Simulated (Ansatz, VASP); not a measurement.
Two plane-wave programs on AlGa3N4

INCAR

```
SYSTEM = AlGa3N4
PREC = Accurate
ENCUT = 520
EDIFF = 1E-6
ISMEAR = 0
SIGMA = 0.05
LREAL = Auto
LASPH = .TRUE.
NELM = 60
ALGO = Normal
ISIF = 2
LWAVE = .FALSE.
LCHARG = .FALSE.
GGA = PS
NBANDS = 76
```

KPOINTS

```
Automatic mesh
0
G
  6 6 3
  0 0 0
```

POSCAR

```
AlGa3N4
1.0
    0.0000000000     -4.4676279353      0.0000000000
    0.0000000000      0.0000000000     -4.4676279353
    8.7852558707      0.0000000000      0.0000000000
Al Ga N
2 6 8
Direct
    1.0000000000      1.0000000000      0.8276440176
    1.0000000000      1.0000000000      0.3191069868
    0.5000000000      1.0000000000      0.0648384714
    0.5000000000      1.0000000000      0.5733755022
    1.0000000000      0.5000000000      0.0648384714
    1.0000000000      0.5000000000      0.5733755022
    0.5000000000      0.5000000000      0.8276440176
    0.5000000000      0.5000000000      0.3191069868
    0.2449690796      0.7550309204      0.1945311385
    0.2449690796      0.7550309204      0.7030681693
    0.7550309204      0.2449690796      0.1945311385
    0.7550309204      0.2449690796      0.7030681693
    0.2449690796      0.2449690796      0.9522198660
    0.2449690796      0.2449690796      0.4436828352
    0.7550309204      0.7550309204      0.9522198660
    0.7550309204      0.7550309204      0.4436828352
```

Input for Ansatz:

```yaml
crystal:
  lattice:
    - [0.0, -4.4676279353, 0.0]
    - [0.0, 0.0, -4.4676279353]
    - [8.7852558707, 0.0, 0.0]
  atoms:
    - { symbol: Al, position: [1.0, 1.0, 0.8276440176] }
    - { symbol: Al, position: [1.0, 1.0, 0.3191069868] }
    - { symbol: Ga, position: [0.5, 1.0, 0.0648384714] }
    - { symbol: Ga, position: [0.5, 1.0, 0.5733755022] }
    - { symbol: Ga, position: [1.0, 0.5, 0.0648384714] }
    - { symbol: Ga, position: [1.0, 0.5, 0.5733755022] }
    - { symbol: Ga, position: [0.5, 0.5, 0.8276440176] }
    - { symbol: Ga, position: [0.5, 0.5, 0.3191069868] }
    - { symbol: "N", position: [0.2449690796, 0.7550309204, 0.1945311385] }
    - { symbol: "N", position: [0.2449690796, 0.7550309204, 0.7030681693] }
    - { symbol: "N", position: [0.7550309204, 0.2449690796, 0.1945311385] }
    - { symbol: "N", position: [0.7550309204, 0.2449690796, 0.7030681693] }
    - { symbol: "N", position: [0.2449690796, 0.2449690796, 0.952219866] }
    - { symbol: "N", position: [0.2449690796, 0.2449690796, 0.4436828352] }
    - { symbol: "N", position: [0.7550309204, 0.7550309204, 0.952219866] }
    - { symbol: "N", position: [0.7550309204, 0.7550309204, 0.4436828352] }
basis:
  ecutwfc: 420
kpoints:
  mp_grid: { grid: [6, 6, 3] }
hamiltonian:
  xc: pbesol
scf:
  occupations: { method: gaussian, width: 0.05 }
output:
  forces: true
  stress: true
  eigenvalues: true
```

Alike in both runs: task single point; functional PBEsol; k mesh 6 × 6 × 3; occupations gaussian, width 0.05 eV; no spin polarisation.

|  | VASP | Ansatz |
| --- | --- | --- |
| version | VASP 6.6.1 | Ansatz 0.2.0 |
| potentials or method | VASP PAW PBE potentials, release 64 (Al, Ga_d, N), cutoff 520 eV | scalar-relativistic, plane waves, PAW |
| valence electrons in the cell | 124 | 124 |

```tsv
	VASP	Ansatz	Ansatz less VASP
gap on the k mesh at the Fermi level (eV)	2.31	2.29	-0.018
least direct gap on the mesh (eV)	2.31	2.29	-0.018
pressure (GPa)	3.5	3.7	+0.18
traceless stress, the component that is largest in VASP (GPa)	-1.69	-1.73	-0.046
rms of the force components (eV/Å)	0.536	0.539	+0.0033
```

VASP's potentials were made for PBE, not for PBEsol. Atom by atom the forces differ by 0.005 eV/Å (rms over components). With one functional, cell and mesh, what is left measures potentials, basis and numerics.
